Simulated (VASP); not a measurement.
# Os (P6_3/mmc) in VASP: notebook

Aim: see how the results for Os move with the level of theory and the settings. Levels: r2SCAN+rVV10, PBEsol-based global hybrid with 25 % exact exchange, LDA, B3LYP. Tasks: single point.

Everything below comes from runs of VASP 6.6.1. Logs are shortened: lines on timing, memory, paths and dates and some standing lists are left out, and cuts for length are marked.

## (1) The cell of the first run

Symmetry: P6_3/mmc, No. 194, hexagonal system. The conventional cell has a = 2.734 Å, b = 2.734 Å, c = 4.320 Å, α = 90.00°, β = 90.00°, γ = 120.00°. Os (site symmetry -6m2) has 12 Os at 2.68 to 2.73 Å within 3.5 Å.

## (2) Single point, r2SCAN+rVV10

The input, POSCAR:

```
Os
1.0
    2.7341000000      0.0000000000      0.0000000000
   -1.3670500000      2.3678000565      0.0000000000
    0.0000000000      0.0000000000      4.3197000000
Os
2
Direct
    0.6666666667      0.3333333333      0.7500000000
    0.3333333333      0.6666666667      0.2500000000
```

The input, INCAR.step1:

```
ALGO = Normal
EDIFF = 1E-5
ENCUT = 620
GGA = PE
GGA_COMPAT = False
ISMEAR = -1
LASPH = True
LCHARG = False
LREAL = False
LWAVE = True
NBANDS = 23
NELM = 120
PREC = Accurate
SIGMA = 0.05
```

The input, INCAR.step2:

```
ALGO = Normal
BPARAM = 11.95
CPARAM = 0.0093
EDIFF = 1E-6
ENCUT = 620
GGA_COMPAT = False
ISIF = 2
ISMEAR = -1
ISTART = 1
IVDW_NL = 2
LASPH = True
LCHARG = False
LMIXTAU = True
LREAL = False
LUSE_VDW = True
LWAVE = False
METAGGA = R2SCAN
NBANDS = 23
NELM = 120
PREC = Accurate
SIGMA = 0.05
```

The input, KPOINTS:

```
k-points
0
Gamma
  11 11 6
```

Potentials or basis: VASP PAW PBE potentials, release 64 (Os_sv_GW).

Run with:

```console
> cat potpaw_PBE.64/Os_sv_GW/POTCAR > POTCAR
> cp INCAR.step1 INCAR
> mpirun -np 1 vasp_std > vasp.out
> cp INCAR.step2 INCAR
> mpirun -np 1 vasp_std > vasp.out
```

OUTCAR:

```text
BPARAM = 11.95
   EDIFF = 1E-6
   ENCUT = 620
   ISIF = 2
   ISMEAR = -1
   ISTART = 1
   IVDW_NL = 2
   LASPH = True
   LREAL = False
   METAGGA = R2SCAN
   NELM = 120
   PREC = Accurate

 ion  position               nearest neighbor table
   1  0.667  0.333  0.750-   2 2.68   2 2.68   2 2.68   2 2.68   2 2.68   2 2.68
   2  0.333  0.667  0.250-   1 2.68   1 2.68   1 2.68   1 2.68   1 2.68   1 2.68

  LATTYP: Found a hexagonal cell.
 ALAT       =     2.7341000000
 C/A-ratio  =     1.5799348963

  Lattice vectors:

 A1 = (   2.7341000000,   0.0000000000,   0.0000000000)
 A2 = (  -1.3670500000,   2.3678000565,   0.0000000000)
 A3 = (   0.0000000000,   0.0000000000,   4.3197000000)

Analysis of symmetry for initial positions (statically):
=====================================================================
 Subroutine PRICEL returns:
 Original cell was already a primitive cell.

 Routine SETGRP: Setting up the symmetry group for a
 hexagonal supercell.

 Subroutine GETGRP returns: Found 24 space group operations
 (whereof 12 operations were pure point group operations)
 out of a pool of 24 trial point group operations.

The static configuration has the point symmetry D_3d.
 The point group associated with its full space group is D_6h.

Analysis of symmetry for dynamics (positions and initial velocities):
=====================================================================
 Subroutine PRICEL returns:
 Original cell was already a primitive cell.

 Routine SETGRP: Setting up the symmetry group for a
 hexagonal supercell.

 Subroutine GETGRP returns: Found 24 space group operations
 (whereof 12 operations were pure point group operations)
 out of a pool of 24 trial point group operations.

The dynamic configuration has the point symmetry D_3d.
 The point group associated with its full space group is D_6h.

 Subroutine INISYM returns: Found 24 space group operations
 (whereof 12 operations are pure point group operations),
 and found     1 'primitive' translations

----------------------------------------------------------------------------------------

                                     Primitive cell

  volume of cell :      27.9649

  direct lattice vectors                    reciprocal lattice vectors
     2.734100000  0.000000000  0.000000000     0.365751070  0.211166479  0.000000000
    -1.367050000  2.367800057  0.000000000     0.000000000  0.422332957  0.000000000
     0.000000000  0.000000000  4.319700000     0.000000000  0.000000000  0.231497558

  length of vectors
     2.734100000  2.734100000  4.319700000     0.422332957  0.422332957  0.231497558

  position of ions in fractional coordinates (direct lattice)
     0.666666667  0.333333333  0.750000000
     0.333333333  0.666666667  0.250000000

  ion indices of the primitive-cell ions
   primitive index   ion index
                 1           1
                 2           2

----------------------------------------------------------------------------------------

 KPOINTS: k-points

Automatic generation of k-mesh.
 Grid dimensions read from file:
 generate k-points for:   11   11    6

 Generating k-lattice:

  Cartesian coordinates                     Fractional coordinates (reciprocal lattice)
     0.033250097  0.019196953  0.000000000     0.090909091 -0.000000000  0.000000000
     0.000000000  0.038393905  0.000000000     0.000000000  0.090909091  0.000000000
     0.000000000  0.000000000  0.038582926     0.000000000  0.000000000  0.166666667

  Length of vectors
     0.038393905  0.038393905  0.038582926

  Shift w.r.t. Gamma in fractional coordinates (k-lattice)
     0.000000000  0.000000000  0.000000000

 Subroutine IBZKPT returns following result:
 ===========================================

 Found     64 irreducible k-points:

 Following reciprocal coordinates:
            Coordinates               Weight
  0.000000  0.000000  0.000000      1.000000
  0.090909  0.000000  0.000000      6.000000
  0.181818  0.000000  0.000000      6.000000
  0.272727 -0.000000  0.000000      6.000000
  0.363636 -0.000000  0.000000      6.000000
  0.454545  0.000000  0.000000      6.000000
[... 16 lines left out ...]
  0.090909  0.090909  0.166667     12.000000
  0.181818  0.090909  0.166667     24.000000
 [... further k-points ...]
   k-points           NKPTS =     64   k-points in BZ     NKDIM =     64   number of bands    NBANDS=     23
   number of dos      NEDOS =    301   number of ions     NIONS =      2
   total plane-waves  NPLWV =  20736
   dimension x,y,z NGX =    24 NGY =   24 NGZ =   36
   dimension x,y,z NGXF=    48 NGYF=   48 NGZF=   72
   ions per type =               2
   NGX,Y,Z   is equivalent  to a cutoff of  14.59, 14.59, 13.85 a.u.
   NGXF,Y,Z  is equivalent  to a cutoff of  29.19, 29.19, 27.71 a.u.
 SYSTEM =  unknown system
   PREC   = accura    normal or accurate (medium, high low for compatibility)
   ISTART =      1    job   : 0-new  1-cont  2-samecut
   ICHARG =      0    charge: 1-file 2-atom 10-const
   ISPIN  =      1    spin polarized calculation?
   LNONCOLLINEAR =      F non collinear calculations
   LSORBIT =      F    spin-orbit coupling
   LASPH  =      T    aspherical Exc in radial PAW
   ENCUT  =  620.0 eV  45.57 Ry    6.75 a.u.   5.55  5.55  8.77*2*pi/ulx,y,z
   NELM   =    120;   NELMIN=  2; NELMDL=  0     # of ELM steps
   EDIFF  = 0.1E-05   stopping-criterion for ELM
   LREAL  =      F    real-space projection
   EDIFFG = 0.1E-04   stopping-criterion for IOM
   NSW    =      0    number of steps for IOM
   IBRION =     -1    ionic relax: 0-MD 1-quasi-New 2-CG
   NFREE  =      0    steps in history (QN), initial steepest desc. (CG)
   ISIF   =      2    stress and relaxation
   ISYM   =      2    0-nonsym 1-usesym 2-fastsym
   POTIM  = 0.5000    time-step for ionic-motion
   TEBEG  =    0.0;   TEEND  =   0.0 temperature during run
   PSTRESS=    0.0 pullay stress
   NELECT =      32.0000    total number of electrons
   NUPDOWN=      -1.0000    fix difference up-down
   EMIN   =  10.00;   EMAX   =-10.00  energy-range for DOS
   EFERMI =   0.00;   METHOD = LEGACY
   ISMEAR =    -1;   SIGMA  =   0.05  broadening in eV -4-tet -1-fermi 0-gaus
   EFERMI_NEDOS =   21; number of points for ismear=-14 and -15
   IALGO  =     38    algorithm
   IMIX   =      4    mixing-type and parameters
     AMIX     =   0.40;   BMIX     =  1.00
     AMIX_MAG =   1.60;   BMIX_MAG =  1.00
  volume/ion in A,a.u.               =      13.98        94.36
  Fermi-wavevector in a.u.,A,eV,Ry     =   1.712329  3.235832 39.893232  2.932070
  Thomas-Fermi vector in A             =   2.790278
   LORBIT       =      0    0 simple, 1 ext, 2 COOP (PROOUT), +10 PAW based schemes
   METAGGA = R2SCAN    functional components
   LHFCALC =     F    Hartree Fock is set to
   AEXX    =    0.0000 exact exchange contribution
   IVDW_NL    =     2    kernel type
   BPARAM     =11.9500
   IVDW    =     0    specifies the selected vdW correction
   LEPSILON=     F    determine dielectric tensor
   LRPA    =     F    only Hartree local field effects (RPA)
 non-spin polarized calculation
  energy-cutoff  :      620.00
  volume of cell :       27.96
 maximum number of plane-waves:      1014
 NGX is ok and might be reduce to    24
   NGX = 11   NGY = 11   NGZ = 17

 number of electron      32.0000000 magnetization

 Free energy of the ion-electron system (eV)
  ---------------------------------------------------
  ext. energy  EPLUGINS =         0.00000000
  ---------------------------------------------------
  free energy    TOTEN  =      -107.66162075 eV

  energy without entropy =     -107.64916049  energy(sigma->0) =     -107.65539062

 E-fermi :  13.5374     XC(G=0): -16.0446

 val. band max:       13.5337860660   @ k =   0.0000   0.0000   0.0000
 cond. band min:      13.5909192179   @ k =   0.3636   0.0909   0.3333
 fundamental gap:      0.0571331519
 Fermi energy:        13.5373946137

 k-point     1 :       0.0000    0.0000    0.0000
  band No.  band energies     occupation
      1     -75.1713      2.00000
      2     -75.0399      2.00000
      3     -34.5497      2.00000
      4     -33.5398      2.00000
      5     -33.5398      2.00000
      6     -33.3504      2.00000
[... 15 lines left out ...]
     22      27.5507      0.00000
     23      30.0503      0.00000

 k-point     2 :       0.0909    0.0000    0.0000
  band No.  band energies     occupation
      1     -75.1638      2.00000
      2     -75.0373      2.00000
      3     -34.5195      2.00000
      4     -33.6043      2.00000
      5     -33.5615      2.00000
      6     -33.4177      2.00000
[... 15 lines left out ...]
     22      28.2667      0.00000
     23      30.4871      0.00000

 k-point     3 :       0.1818    0.0000    0.0000
  band No.  band energies     occupation
      1     -75.1432      2.00000
      2     -75.0306      2.00000
      3     -34.4336      2.00000
      4     -33.7766      2.00000
      5     -33.6178      2.00000
      6     -33.5939      2.00000
[... 15 lines left out ...]
     22      29.5643      0.00000
     23      30.8660      0.00000

 k-point     4 :       0.2727   -0.0000    0.0000
  band No.  band energies     occupation
      1     -75.1145      2.00000
      2     -75.0229      2.00000
      3     -34.3058      2.00000
      4     -34.0014      2.00000
      5     -33.8152      2.00000
      6     -33.6880      2.00000
[... 15 lines left out ...]
     22      27.3540      0.00000
     23      29.3681      0.00000

 k-point     5 :       0.3636   -0.0000    0.0000
  band No.  band energies     occupation
      1     -75.0853      2.00000
      2     -75.0183      2.00000
      3     -34.2070      2.00000
      4     -34.1610      2.00000
      5     -34.0102      2.00000
      6     -33.7499      2.00000
[... 15 lines left out ...]
     22      24.2226      0.00000
     23      27.5923      0.00000

 k-point     6 :       0.4545    0.0000    0.0000
  band No.  band energies     occupation
      1     -75.0650      2.00000
      2     -75.0186      2.00000
      3     -34.3282      2.00000
      4     -34.1231      2.00000
      5     -34.0460      2.00000
      6     -33.7859      2.00000
[... 15 lines left out ...]
     22      25.6594      0.00000
     23      25.8545      0.00000

 k-point     7 :       0.0909    0.0909    0.0000
  band No.  band energies     occupation
      1     -75.1497      2.00000
      2     -75.0327      2.00000
      3     -34.4615      2.00000
      4     -33.7090      2.00000
      5     -33.6326      2.00000
      6     -33.5112      2.00000
[... 353 lines left out ...]
     22      28.0288      0.00000
     23      29.8384      0.00000

 k-point    21 :       0.3636   -0.0000    0.1667
  band No.  band energies     occupation
      1     -75.0809      2.00000
      2     -75.0228      2.00000
      3     -34.3157      2.00000
      4     -34.0937      2.00000
      5     -33.9760      2.00000
      6     -33.7306      2.00000
[... 15 lines left out ...]
     22      26.3387      0.00000
     23      28.3947      0.00000

 k-point    22 :       0.4545    0.0000    0.1667
  band No.  band energies     occupation
      1     -75.0619      2.00000
      2     -75.0217      2.00000
      3     -34.3918      2.00000
      4     -34.1939      2.00000
      5     -33.9350      2.00000
      6     -33.7656      2.00000
[... 15 lines left out ...]
     22      25.0976      0.00000
     23      26.8191      0.00000

 k-point    23 :       0.0909    0.0909    0.1667
  band No.  band energies     occupation
      1     -75.1419      2.00000
      2     -75.0406      2.00000
      3     -34.4002      2.00000
      4     -33.6866      2.00000
      5     -33.6361      2.00000
      6     -33.5530      2.00000
[... 15 lines left out ...]
     22      28.8471      0.00000
     23      31.0354      0.00000

 k-point    24 :       0.1818    0.0909    0.1667
  band No.  band energies     occupation
      1     -75.1183      2.00000
      2     -75.0319      2.00000
      3     -34.3250      2.00000
      4     -33.8577      2.00000
      5     -33.8052      2.00000
      6     -33.6389      2.00000
[... 15 lines left out ...]
     22      29.1017      0.00000
     23      30.0965      0.00000

 [... further k-points ...]

------------------------ aborting loop because EDIFF is reached ----------------------------------------

  FORCE on cell =-STRESS in cart. coord.  units (eV):
  Direction    XX          YY          ZZ          XY          YZ          ZX
  --------------------------------------------------------------------------------------
  -------------------------------------------------------------------------------------
  Total       -0.3069242     -0.3069242     -0.3888767     -0.0000000      0.0000000      0.0000000
  in kB      -17.5844495    -17.5844495    -22.2797061     -0.0000000      0.0000000      0.0000000
  external PRESSURE =     -19.1495350 kB  Pullay stress =       0.0000000 kB

 VOLUME and BASIS-vectors are now :
 -----------------------------------------------------------------------------
  energy-cutoff  :      620.00
  volume of cell :       27.96
      direct lattice vectors                 reciprocal lattice vectors
     2.734100000  0.000000000  0.000000000     0.365751070  0.211166479  0.000000000
    -1.367050000  2.367800057  0.000000000     0.000000000  0.422332957  0.000000000
     0.000000000  0.000000000  4.319700000     0.000000000  0.000000000  0.231497558

 POSITION                                       TOTAL-FORCE (eV/Angst)
 -----------------------------------------------------------------------------------
      1.36705      0.78927      3.23977         0.000000     -0.000000      0.000000
     -0.00000      1.57853      1.07993        -0.000000      0.000000      0.000000
 -----------------------------------------------------------------------------------
    total drift:                               -0.000000      0.000000     -0.000000

  FREE ENERGIE OF THE ION-ELECTRON SYSTEM (eV)
  ---------------------------------------------------
  free  energy   TOTEN  =      -107.6616207459 eV

  energy  without entropy=     -107.6491604861  energy(sigma->0) =     -107.65539062
```

Wall time 2.4 min (1 thread of AMD EPYC 9R45 (Zen 5), shared host); peak memory 0.25 GiB.

Results:

```
Free energy            : -107.6616 eV
Pressure               : -1.9 GPa
Band gap on the k mesh : zero (bands 16 and 17 overlap by 4.08 eV)
```

Levels at points of the mesh, in eV from the Fermi level:
| k point | band 12 | band 13 | band 14 | band 15 | band 16 | band 17 | band 18 | band 19 | band 20 | band 21 |
| --- | --- | --- | --- | --- | --- | --- | --- | --- | --- | --- |
| (0.00, 0.00, 0.00) | -3.12 | -2.85 | -2.25 | -2.25 | -1.59 | -1.59 | 0.00 | 1.81 | 1.81 | 9.57 |
| (0.00, 0.00, 0.50) | -3.68 | -3.32 | -3.32 | -3.32 | -3.32 | 0.99 | 0.99 | 0.99 | 0.99 | 13.66 |

Caveat: the PAW data sets were made with another functional, which shifts forces and pressure a little; spin-orbit coupling is left out, which moves the levels of the heavy elements.

(Part 1 of 3 ends here.)

The gap in the log of VASP goes by the Fermi energy; the results here count the filled bands.